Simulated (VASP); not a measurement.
# AlCo (P4/mmm) in VASP: single point with PBE

Aim: the single point of AlCo with PBE.

All numbers are computed with VASP 6.6.1; they aren't measurements. Logs are shortened: lines on timing, memory, paths and dates and some standing lists are left out, and cuts for length are marked.

### 1 The cell of the first run

Symmetry: P4/mmm, No. 123, tetragonal system. Conventional cell: a = 2.852 Å, b = 2.852 Å, c = 3.101 Å, α = 90.00°, β = 90.00°, γ = 90.00°. Within 3.4 Å of Al (site symmetry 4/mmm) lie 8 Co at 2.54 Å and 6 Al at 2.85 to 3.10 Å. Co (site symmetry 4/mmm) has 8 Al at 2.54 Å and 6 Co at 2.85 to 3.10 Å within 3.4 Å.

### 2 Single point, PBE (strain +0.0875 x Voigt [1, 0, 0, 0, 0, 0])

INCAR

```
PREC = Accurate
ENCUT = 520
EDIFF = 1E-7
ISMEAR = 0
SIGMA = 0.15
LREAL = F
LASPH = T
NELM = 80
ALGO = Fast
ISIF = 2
LWAVE = F
LCHARG = F
GGA = PE
NBANDS = 13
```

KPOINTS

```
Automatic mesh
0
Gamma
  22 22 22
```

POSCAR

```
AlCo
1.0
    3.1014438702      0.0000000000      0.0000000000
    0.0000000000      2.8519024094      0.0000000000
    0.0000000000      0.0000000000      2.8519024094
Al Co
1 1
Direct
    0.0000000000      0.0000000000      0.0000000000
    0.5000000000      0.5000000000      0.5000000000
```

Potentials or basis: VASP PAW PBE potentials, release 64 (Al, Co).

Run with:

```console
> cat potpaw_PBE.64/Al/POTCAR potpaw_PBE.64/Co/POTCAR > POTCAR
> mpirun -np 1 vasp_std > vasp.out
```

OUTCAR:

```text
PREC = Accurate
   ENCUT = 520
   EDIFF = 1E-7
   ISMEAR = 0
   LREAL = F
   LASPH = T
   NELM = 80
   ISIF = 2
   GGA = PE

 ion  position               nearest neighbor table
   1  0.000  0.000  0.000-   2 2.54   2 2.54   2 2.54   2 2.54   2 2.54   2 2.54   2 2.54   2 2.54

   2  0.500  0.500  0.500-   1 2.54   1 2.54   1 2.54   1 2.54   1 2.54   1 2.54   1 2.54   1 2.54

  LATTYP: Found a simple tetragonal cell.
 ALAT       =     2.8519024094
 C/A-ratio  =     1.0875000000

  Lattice vectors:

 A1 = (   0.0000000000,   2.8519024094,   0.0000000000)
 A2 = (   0.0000000000,   0.0000000000,   2.8519024094)
 A3 = (   3.1014438702,   0.0000000000,   0.0000000000)

Analysis of symmetry for initial positions (statically):
=====================================================================
 Subroutine PRICEL returns:
 Original cell was already a primitive cell.

 Routine SETGRP: Setting up the symmetry group for a
 simple tetragonal supercell.

 Subroutine GETGRP returns: Found 16 space group operations
 (whereof 16 operations were pure point group operations)
 out of a pool of 16 trial point group operations.

The static configuration has the point symmetry D_4h.

Analysis of symmetry for dynamics (positions and initial velocities):
=====================================================================
 Subroutine PRICEL returns:
 Original cell was already a primitive cell.

 Routine SETGRP: Setting up the symmetry group for a
 simple tetragonal supercell.

 Subroutine GETGRP returns: Found 16 space group operations
 (whereof 16 operations were pure point group operations)
 out of a pool of 16 trial point group operations.

The dynamic configuration has the point symmetry D_4h.

 Subroutine INISYM returns: Found 16 space group operations
 (whereof 16 operations are pure point group operations),
 and found     1 'primitive' translations

----------------------------------------------------------------------------------------

                                     Primitive cell

  volume of cell :      25.2251

  direct lattice vectors                    reciprocal lattice vectors
     3.101443870  0.000000000  0.000000000     0.322430468  0.000000000  0.000000000
     0.000000000  2.851902409  0.000000000     0.000000000  0.350643134  0.000000000
     0.000000000  0.000000000  2.851902409     0.000000000  0.000000000  0.350643134

  length of vectors
[... 92 lines left out ...]
   PSTRESS=    0.0 pullay stress
   NELECT =      12.0000    total number of electrons
   NUPDOWN=      -1.0000    fix difference up-down
   EMIN   =  10.00;   EMAX   =-10.00  energy-range for DOS
   EFERMI =   0.00;   METHOD = LEGACY
   ISMEAR =     0;   SIGMA  =   0.15  broadening in eV -4-tet -1-fermi 0-gaus
   EFERMI_NEDOS =   21; number of points for ismear=-14 and -15
   IALGO  =     68    algorithm
   IMIX   =      4    mixing-type and parameters
     AMIX     =   0.40;   BMIX     =  1.00
     AMIX_MAG =   1.60;   BMIX_MAG =  1.00
  volume/ion in A,a.u.               =      12.61        85.11
  Fermi-wavevector in a.u.,A,eV,Ry     =   1.277980  2.415033 22.221493  1.633234
  Thomas-Fermi vector in A             =   2.410549
   LORBIT       =      0    0 simple, 1 ext, 2 COOP (PROOUT), +10 PAW based schemes
   GGA     = PE    functional components
   LHFCALC =     F    Hartree Fock is set to
   AEXX    =    0.0000 exact exchange contribution
   IVDW    =     0    specifies the selected vdW correction
   LEPSILON=     F    determine dielectric tensor
   LRPA    =     F    only Hartree local field effects (RPA)
 non-spin polarized calculation
 RMM-DIIS sequential band-by-band and
 Gauss-broadening in eV      SIGMA  =   0.15
  energy-cutoff  :      520.00
  volume of cell :       25.23
 maximum number of plane-waves:       712
 NGX is ok and might be reduce to    24
   NGX = 11   NGY = 11   NGZ = 11

 number of electron      11.9999998 magnetization

 Free energy of the ion-electron system (eV)
  ---------------------------------------------------
  ext. energy  EPLUGINS =         0.00000000
  ---------------------------------------------------
  free energy    TOTEN  =       -11.87486252 eV

  energy without entropy =      -11.86234446  energy(sigma->0) =      -11.86860349

 E-fermi :   9.3163     XC(G=0): -11.8537

 val. band max:        9.3138724240   @ k =   0.5000   0.3636   0.1818
 cond. band min:       9.3164598766   @ k =   0.4091   0.5000   0.0455
 fundamental gap:      0.0025874526
 Fermi energy:         9.3163482415

 k-point     1 :       0.0000    0.0000    0.0000
  band No.  band energies     occupation
      1      -1.0464      2.00000
      2       6.8102      2.00000
      3       6.9336      2.00000
      4       8.6725      2.00000
      5       8.6725      2.00000
      6       8.9089      1.99988
      7      13.2142      0.00000
      8      15.9911      0.00000
      9      15.9911      0.00000
     10      17.2721      0.00000
     11      18.1366      0.00000
     12      23.3158      0.00000
     13      29.5454      0.00000
[... 354 lines left out ...]
  band No.  band energies     occupation
      1       2.3845      2.00000
      2       3.1362      2.00000
      3       7.3240      2.00000
      4       8.0941      2.00000
      5       8.1159      2.00000
      6       8.9498      1.99945
      7       9.1866      1.77886
      8      17.5488      0.00000
      9      19.9546      0.00000
     10      20.4164      0.00000
     11      20.4719      0.00000
     12      20.4828      0.00000
     13      23.6454      0.00000

 [... further k-points ...]

------------------------ aborting loop because EDIFF is reached ----------------------------------------

  FORCE on cell =-STRESS in cart. coord.  units (eV):
  Direction    XX          YY          ZZ          XY          YZ          ZX
  --------------------------------------------------------------------------------------
  -------------------------------------------------------------------------------------
  Total       -2.6131106     -1.5138558     -1.5138558      0.0000000      0.0000000     -0.0000000
  in kB     -165.9721135    -96.1527777    -96.1527777      0.0000000      0.0000000     -0.0000000
  external PRESSURE =    -119.4258896 kB  Pullay stress =       0.0000000 kB

 VOLUME and BASIS-vectors are now :
 -----------------------------------------------------------------------------
  energy-cutoff  :      520.00
  volume of cell :       25.23
      direct lattice vectors                 reciprocal lattice vectors
     3.101443870  0.000000000  0.000000000     0.322430468  0.000000000  0.000000000
     0.000000000  2.851902409  0.000000000     0.000000000  0.350643134  0.000000000
     0.000000000  0.000000000  2.851902409     0.000000000  0.000000000  0.350643134

 POSITION                                       TOTAL-FORCE (eV/Angst)
 -----------------------------------------------------------------------------------
      0.00000      0.00000      0.00000         0.000000      0.000000      0.000000
      1.55072      1.42595      1.42595         0.000000      0.000000      0.000000
 -----------------------------------------------------------------------------------
    total drift:                                0.000000     -0.000000     -0.000000

  FREE ENERGIE OF THE ION-ELECTRON SYSTEM (eV)
  ---------------------------------------------------
  free  energy   TOTEN  =       -11.8748625206 eV

  energy  without entropy=      -11.8623444639  energy(sigma->0) =      -11.86860349
```

stdout:

```text
POSCAR found type information on POSCAR AlCo
 POSCAR found :  2 types and       2 ions
 scaLAPACK will be used
 LDA part: xc-table for (Slater+PW92), standard interpolation
 POSCAR, INCAR and KPOINTS ok, starting setup
 FFT: planning ... GRIDC
 FFT: planning ... GRID_SOFT
 FFT: planning ... GRID
 WAVECAR not read
 entering main loop
WARNING in EDDRMM: call to ZHEGV failed, returncode =   8  4     12
WARNING in EDDRMM: call to ZHEGV failed, returncode =   8  4     12
```

Run time: 4.1 min. Hardware: 1 thread of Intel Xeon Platinum 8259CL at 2.50GHz (Skylake/Cascade Lake), shared host; peak memory 0.43 GiB.

Results:

```
Free energy            : -11.8749 eV
Pressure               : -11.9 GPa
Band gap on the k mesh : zero (bands 6 and 7 overlap by 2.61 eV)
```

Stress tensor (GPa, compression positive):
```
-16.60   0.00   0.00
  0.00  -9.62   0.00
  0.00   0.00  -9.62
```

Levels at points of the mesh, in eV from the Fermi level:
```
           k point  band 3  band 4  band 5  band 6  band 7  band 8  band 9  band 10
(0.00, 0.00, 0.00)   -2.38   -0.64   -0.64   -0.41    3.90    6.67    6.67     7.96
(0.50, 0.00, 0.00)   -2.00   -1.20   -1.20   -0.35   -0.13    8.46   11.04    11.04
(0.00, 0.50, 0.00)   -1.89   -1.71   -1.18   -0.52    0.52    8.23    8.69     9.77
(0.50, 0.50, 0.00)   -2.62   -2.27   -1.06   -1.00   -0.17    2.18    2.89    12.65
(0.00, 0.50, 0.50)   -1.99   -1.99   -1.40   -1.40    0.10    2.83    3.56    10.77
(0.50, 0.50, 0.50)   -3.36   -0.15    0.12    2.41    2.65    2.65    3.52     4.72
```

Caveat: the cell differs from its parent crystal (strain +0.0875 x Voigt [1, 0, 0, 0, 0, 0]); the stress differs along the axes, from -17 to -10 GPa; the run has no spin polarisation, though such a crystal can be magnetic. Spin polarisation is off, so any magnetic state and its effect on volume and gap are missing.
